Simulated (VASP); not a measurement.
# AlCr3Ga4 (Pmmm) in VASP: notebook

Runs on AlCr3Ga4. Level: PBE. Tasks: single point.

Everything below comes from runs of VASP 6.6.1. Logs are shortened: lines on timing, memory, paths and dates and some standing lists are left out, and cuts for length are marked.

## Step 1: The cell of the first run

Symmetry: Pmmm, No. 47, orthorhombic system. Conventional cell: a = 3.423 Å, b = 3.446 Å, c = 9.262 Å, α = 90.00°, β = 90.00°, γ = 90.00°. Cr (site symmetry mm2) has 6 Ga at 2.56 to 2.60 Å and 4 Al at 2.99 Å and 7 Cr at 3.36 to 3.48 Å within 3.5 Å. Within 3.5 Å of Cr (site symmetry mmm) lie 12 Ga at 2.60 to 2.62 Å and 8 Cr at 3.36 to 3.45 Å. Al (site symmetry mmm) has 2 Ga at 2.67 Å and 8 Cr at 2.99 Å and 4 Al at 3.42 to 3.45 Å within 3.5 Å. Within 2.7 Å of Ga (site symmetry mm2) lie 2 Ga at 1.98 Å and 6 Cr at 2.60 Å and 1 Al at 2.67 Å. Ga (site symmetry mm2) has 3 Ga at 1.96 to 1.98 Å and 6 Cr at 2.56 to 2.62 Å within 2.7 Å.

## Step 2: Single point, PBE

Contents of INCAR:

```
SYSTEM = AlCr3Ga4
ALGO     = Normal         ! electronic algorithm
EDIFF    = 1E-6           ! SCF threshold, eV
ENCUT    = 520            ! plane-wave cutoff, eV
GGA      = PE             ! functional
ISIF     = 2              ! what is computed and relaxed
ISMEAR   = -1             ! smearing method
LASPH    = .True.         ! aspherical terms in the spheres
LCHARG   = .True.         ! write CHGCAR
LELF     = .True.         ! ELF
LREAL    = .False.        ! projectors in reciprocal space
LVHAR    = .True.       
LWAVE    = .False.        ! write WAVECAR
NBANDS   = 56             ! bands
NELM     = 80             ! most SCF steps
PREC     = Accurate       ! precision mode
SIGMA    = 0.1            ! smearing width, eV
```

Contents of KPOINTS:

```
k-points
0
Gamma
  5 2 5
  0 0 0
```

Contents of POSCAR:

```
AlCr3Ga4
1.0
    3.4456460000      0.0000000000      0.0000000000
    0.0000000000      9.2616180000      0.0000000000
    0.0000000000      0.0000000000      3.4225200000
Cr Al Ga
3 1 4
Direct
    0.0000000000      0.3120000000      0.0000000000
    0.0000000000      0.6880000000      0.0000000000
    0.5000000000      0.0000000000      0.0000000000
    0.5000000000      0.5000000000      0.5000000000
    0.5000000000      0.2120000000      0.5000000000
    0.5000000000      0.7880000000      0.5000000000
    0.0000000000      0.1060000000      0.5000000000
    0.0000000000      0.8940000000      0.5000000000
```

Potentials or basis: VASP PAW PBE potentials, release 64 (Cr_pv, Al, Ga_d).

Run with:

```sh
cat potpaw_PBE.64/Cr_pv/POTCAR potpaw_PBE.64/Al/POTCAR potpaw_PBE.64/Ga_d/POTCAR > POTCAR
mpirun -np 1 vasp_std > vasp.out
```

OUTCAR:

```text
SYSTEM = AlCr3Ga4
   EDIFF = 1E-6
   ENCUT = 520
   GGA = PE
   ISIF = 2
   ISMEAR = -1
   LASPH = .True.
   LREAL = .False.
   NELM = 80
   PREC = Accurate

 ion  position               nearest neighbor table
   1  0.000  0.312  0.000-   7 2.56   7 2.56   5 2.60   5 2.60   5 2.60   5 2.60   4 2.99   4 2.99
                             4 2.99   4 2.99
   2  0.000  0.688  0.000-   8 2.56   8 2.56   6 2.60   6 2.60   6 2.60   6 2.60   4 2.99   4 2.99
                             4 2.99   4 2.99
   3  0.500  0.000  0.000-   5 2.60   6 2.60   5 2.60   6 2.60   7 2.62   8 2.62   7 2.62   8 2.62
                             7 2.62   8 2.62   7 2.62   8 2.62
   4  0.500  0.500  0.500-   5 2.67   6 2.67   1 2.99   2 2.99   1 2.99   2 2.99   1 2.99   2 2.99
                             1 2.99   2 2.99
   5  0.500  0.212  0.500-   7 1.98   7 1.98   1 2.60   1 2.60   1 2.60   1 2.60   3 2.60   3 2.60
                             4 2.67
   6  0.500  0.788  0.500-   8 1.98   8 1.98   2 2.60   2 2.60   2 2.60   2 2.60   3 2.60   3 2.60
                             4 2.67
   7  0.000  0.106  0.500-   8 1.96   5 1.98   5 1.98   1 2.56   1 2.56   3 2.62   3 2.62   3 2.62
                             3 2.62
   8  0.000  0.894  0.500-   7 1.96   6 1.98   6 1.98   2 2.56   2 2.56   3 2.62   3 2.62   3 2.62
                             3 2.62

  LATTYP: Found a simple orthorhombic cell.
 ALAT       =     3.4225200000
 B/A-ratio  =     1.0067570095
 C/A-ratio  =     2.7060814838

  Lattice vectors:

 A1 = (   0.0000000000,   0.0000000000,   3.4225200000)
 A2 = (   3.4456460000,   0.0000000000,   0.0000000000)
 A3 = (   0.0000000000,   9.2616180000,   0.0000000000)

Analysis of symmetry for initial positions (statically):
=====================================================================
 Subroutine PRICEL returns:
 Original cell was already a primitive cell.

 Routine SETGRP: Setting up the symmetry group for a
 simple orthorhombic supercell.

 Subroutine GETGRP returns: Found  8 space group operations
 (whereof  8 operations were pure point group operations)
 out of a pool of  8 trial point group operations.

The static configuration has the point symmetry D_2h.

Analysis of symmetry for dynamics (positions and initial velocities):
=====================================================================
 Subroutine PRICEL returns:
 Original cell was already a primitive cell.

 Routine SETGRP: Setting up the symmetry group for a
 simple orthorhombic supercell.

 Subroutine GETGRP returns: Found  8 space group operations
 (whereof  8 operations were pure point group operations)
 out of a pool of  8 trial point group operations.

The dynamic configuration has the point symmetry D_2h.

[... 112 lines left out ...]
   TEBEG  =    0.0;   TEEND  =   0.0 temperature during run
   PSTRESS=    0.0 pullay stress
   NELECT =      91.0000    total number of electrons
   NUPDOWN=      -1.0000    fix difference up-down
   EMIN   =  10.00;   EMAX   =-10.00  energy-range for DOS
   EFERMI =   0.00;   METHOD = LEGACY
   ISMEAR =    -1;   SIGMA  =   0.10  broadening in eV -4-tet -1-fermi 0-gaus
   EFERMI_NEDOS =   21; number of points for ismear=-14 and -15
   IALGO  =     38    algorithm
   IMIX   =      4    mixing-type and parameters
     AMIX     =   0.40;   BMIX     =  1.00
     AMIX_MAG =   1.60;   BMIX_MAG =  1.00
  volume/ion in A,a.u.               =      13.65        92.13
  Fermi-wavevector in a.u.,A,eV,Ry     =   1.540473  2.911072 32.287406  2.373057
  Thomas-Fermi vector in A             =   2.646555
   LORBIT       =      0    0 simple, 1 ext, 2 COOP (PROOUT), +10 PAW based schemes
   GGA     = PE    functional components
   LHFCALC =     F    Hartree Fock is set to
   AEXX    =    0.0000 exact exchange contribution
   IVDW    =     0    specifies the selected vdW correction
   LEPSILON=     F    determine dielectric tensor
   LRPA    =     F    only Hartree local field effects (RPA)
 non-spin polarized calculation
  energy-cutoff  :      520.00
  volume of cell :      109.22
 maximum number of plane-waves:      2963
 NGX is ok and might be reduce to    28
   NGX = 13   NGY = 35   NGZ = 13

 number of electron      90.9999980 magnetization

 Free energy of the ion-electron system (eV)
  ---------------------------------------------------
  ext. energy  EPLUGINS =         0.00000000
  ---------------------------------------------------
  free energy    TOTEN  =       -33.91262500 eV

  energy without entropy =      -33.62172885  energy(sigma->0) =      -33.76717693

 E-fermi :   8.9879     XC(G=0): -12.3464

 val. band max:        8.9841404972   @ k =   0.0000   0.0000   0.2000
 cond. band min:       8.9978699226   @ k =   0.0000   0.0000   0.0000
 fundamental gap:      0.0137294255
 Fermi energy:         8.9878893056

 k-point     1 :       0.0000    0.0000    0.0000
  band No.  band energies     occupation
      1     -34.2059      2.00000
      2     -34.1327      2.00000
      3     -34.0950      2.00000
      4     -33.8540      2.00000
      5     -33.8535      2.00000
      6     -33.8474      2.00000
[... 1051 lines left out ...]
     55      11.6516      0.00000
     56      11.7449      0.00000

------------------------ aborting loop because EDIFF is reached ----------------------------------------

  FORCE on cell =-STRESS in cart. coord.  units (eV):
  Direction    XX          YY          ZZ          XY          YZ          ZX
  --------------------------------------------------------------------------------------
  -------------------------------------------------------------------------------------
  Total       42.7618832     28.4323499     -4.0458747      0.0000000      0.0000000      0.0000000
  in kB      627.2835366    417.0804384    -59.3498327      0.0000000      0.0000000      0.0000000
  external PRESSURE =     328.3380475 kB  Pullay stress =       0.0000000 kB

 VOLUME and BASIS-vectors are now :
 -----------------------------------------------------------------------------
  energy-cutoff  :      520.00
  volume of cell :      109.22
      direct lattice vectors                 reciprocal lattice vectors
     3.445646000  0.000000000  0.000000000     0.290221340  0.000000000  0.000000000
     0.000000000  9.261618000  0.000000000     0.000000000  0.107972495  0.000000000
     0.000000000  0.000000000  3.422520000     0.000000000  0.000000000  0.292182369

 POSITION                                       TOTAL-FORCE (eV/Angst)
 -----------------------------------------------------------------------------------
      0.00000      2.88962      0.00000         0.000000      0.747695      0.000000
      0.00000      6.37199      0.00000         0.000000     -0.747695      0.000000
      1.72282      0.00000      0.00000         0.000000      0.000000      0.000000
      1.72282      4.63081      1.71126         0.000000      0.000000      0.000000
      1.72282      1.96346      1.71126         0.000000      8.575101      0.000000
      1.72282      7.29815      1.71126         0.000000     -8.575101     -0.000000
      0.00000      0.98173      1.71126         0.000000      1.227138     -0.000000
      0.00000      8.27989      1.71126         0.000000     -1.227138      0.000000
 -----------------------------------------------------------------------------------
    total drift:                                0.000000      0.000000      0.000000

  FREE ENERGIE OF THE ION-ELECTRON SYSTEM (eV)
  ---------------------------------------------------
  free  energy   TOTEN  =       -33.9126250010 eV

  energy  without entropy=      -33.6217288531  energy(sigma->0) =      -33.76717693
```

Wall time 81 s (1 thread of Intel Xeon 6975P-C (Granite Rapids), shared host); peak memory 0.27 GiB.

Results:

```yaml
Free_energy: -33.9126 eV
Pressure: 32.8 GPa
Largest_force: 8.575 eV/Å
Band_gap_on_the_k_mesh: zero (an odd number of electrons rules out a gap without spin polarisation)
```

Forces in eV/Å, atoms in the order of the input:
```
Cr   0.000  0.748  0.000
Cr   0.000 -0.748  0.000
Cr   0.000  0.000  0.000
Al   0.000  0.000  0.000
Ga   0.000  8.575  0.000
Ga   0.000 -8.575  0.000
Ga   0.000  1.227  0.000
Ga   0.000 -1.227  0.000
```

Stress tensor (GPa, compression positive):
```
62.73  0.00  0.00
 0.00 41.71  0.00
 0.00  0.00 -5.93
```

Levels at points of the mesh, in eV from the Fermi level:
| k point | band 44 | band 45 | band 46 | band 47 | band 48 | band 49 |
| --- | --- | --- | --- | --- | --- | --- |
| (0.00, 0.00, 0.00) | 0.01 | 0.13 | 0.16 | 0.24 | 0.34 | 0.71 |
| (0.00, 0.50, 0.00) | -0.24 | 0.05 | 0.13 | 0.17 | 0.72 | 0.76 |

Caveat: the k points lie up to 0.37 Å⁻¹ apart, too coarse for converged energies and pressures of a metal; the run has no spin polarisation, though such a crystal can be magnetic; forces of over 1 eV/Å act on the atoms, so gaps and moduli don't describe the material at rest.

## Step 3: Single point, PBE

Contents of INCAR:

```
ALGO = Normal
EDIFF = 1E-6
ENCUT = 520
GGA = PE
ISIF = 2
ISMEAR = -1
LASPH = T
LCHARG = F
LREAL = F
LWAVE = F
NBANDS = 56
NELM = 80
PREC = Accurate
SIGMA = 0.1
```

Contents of KPOINTS:

```
k-points
0
Gamma
  5 2 5
```

POSCAR is that of step 2.

Potentials or basis: VASP PAW PBE potentials, release 64 (Cr_pv, Al, Ga_d).

Run with:

```sh
cat potpaw_PBE.64/Cr_pv/POTCAR potpaw_PBE.64/Al/POTCAR potpaw_PBE.64/Ga_d/POTCAR > POTCAR
mpirun -np 1 vasp_std > vasp.out
```

Wall time 69 s (1 thread of Intel Xeon 6975P-C (Granite Rapids), shared host); peak memory 0.27 GiB.

Results (log left out):

- Free energy: -33.9126 eV
- Pressure: 32.8 GPa
- Largest force: 8.575 eV/Å
- Band gap on the k mesh: zero (an odd number of electrons rules out a gap without spin polarisation)

Forces in eV/Å, atoms in the order of the input:
```
Cr   0.000  0.748  0.000
Cr   0.000 -0.748  0.000
Cr   0.000  0.000  0.000
Al   0.000  0.000  0.000
Ga   0.000  8.575  0.000
Ga   0.000 -8.575  0.000
Ga   0.000  1.227  0.000
Ga   0.000 -1.227  0.000
```

Stress tensor (GPa, compression positive):
```
62.73  0.00  0.00
 0.00 41.71  0.00
 0.00  0.00 -5.93
```

Levels at points of the mesh, in eV from the Fermi level:
| k point | band 44 | band 45 | band 46 | band 47 | band 48 | band 49 |
| --- | --- | --- | --- | --- | --- | --- |
| (0.00, 0.00, 0.00) | 0.01 | 0.13 | 0.16 | 0.24 | 0.34 | 0.71 |
| (0.00, 0.50, 0.00) | -0.24 | 0.05 | 0.13 | 0.17 | 0.72 | 0.76 |

Caveat: the k points lie up to 0.37 Å⁻¹ apart, too coarse for converged energies and pressures of a metal; the run has no spin polarisation, though such a crystal can be magnetic; forces of over 1 eV/Å act on the atoms, so gaps and moduli don't describe the material at rest.

## Step 4: Single point, PBE

Contents of INCAR:

```
SYSTEM = AlCr3Ga4
PREC     = Accurate       ! precision mode
ENCUT    = 520            ! plane-wave cutoff, eV
EDIFF    = 1E-6           ! SCF threshold, eV
ISMEAR   = -1             ! smearing method
SIGMA    = 0.05           ! smearing width, eV
LREAL    = .FALSE.        ! projectors in reciprocal space
LASPH    = .TRUE.         ! aspherical terms in the spheres
NELM     = 100            ! most SCF steps
ALGO     = Normal         ! electronic algorithm
ISIF     = 2              ! what is computed and relaxed
LWAVE    = .FALSE.        ! write WAVECAR
LCHARG   = .TRUE.         ! write CHGCAR
GGA      = PE             ! functional
LELF     = .TRUE.         ! ELF
LVHAR    = .TRUE.       
NBANDS   = 56             ! bands
```

Contents of KPOINTS:

```
Automatic mesh
0
G
  5 2 5
  0 0 0
```

POSCAR is that of step 3.

Run with:

```sh
cat potpaw_PBE.64/Cr_pv/POTCAR potpaw_PBE.64/Al/POTCAR potpaw_PBE.64/Ga_d/POTCAR > POTCAR
mpirun -np 1 vasp_std > vasp.out
```

Run time: 68 s. Hardware: 1 thread of Intel Xeon 6975P-C (Granite Rapids), shared host; peak memory 0.27 GiB.

The run converged. Its results:

```
Free energy            : -33.8016 eV
Pressure               : 32.6 GPa
Largest force          : 8.616 eV/Å
Band gap on the k mesh : zero (an odd number of electrons rules out a gap without spin polarisation)
```

Forces in eV/Å, atoms in the order of the input:
```
Cr   0.000  0.679  0.000
Cr   0.000 -0.679  0.000
Cr   0.000  0.000  0.000
Al   0.000  0.000  0.000
Ga   0.000  8.616  0.000
Ga   0.000 -8.616  0.000
Ga   0.000  1.272  0.000
Ga   0.000 -1.272  0.000
```

Stress tensor (GPa, compression positive):
```
62.18  0.00  0.00
 0.00 41.47  0.00
 0.00  0.00 -5.89
```

Levels at points of the mesh, in eV from the Fermi level:
| k point | band 44 | band 45 | band 46 | band 47 | band 48 | band 49 |
| --- | --- | --- | --- | --- | --- | --- |
| (0.00, 0.00, 0.00) | 0.02 | 0.14 | 0.17 | 0.24 | 0.33 | 0.72 |
| (0.00, 0.50, 0.00) | -0.23 | 0.04 | 0.14 | 0.18 | 0.72 | 0.77 |

Caveat: the k points lie up to 0.37 Å⁻¹ apart, too coarse for converged energies and pressures of a metal; the run has no spin polarisation, though such a crystal can be magnetic; forces of over 1 eV/Å act on the atoms, so gaps and moduli don't describe the material at rest. Spin polarisation is off, so any magnetic state and its effect on volume and gap are missing.
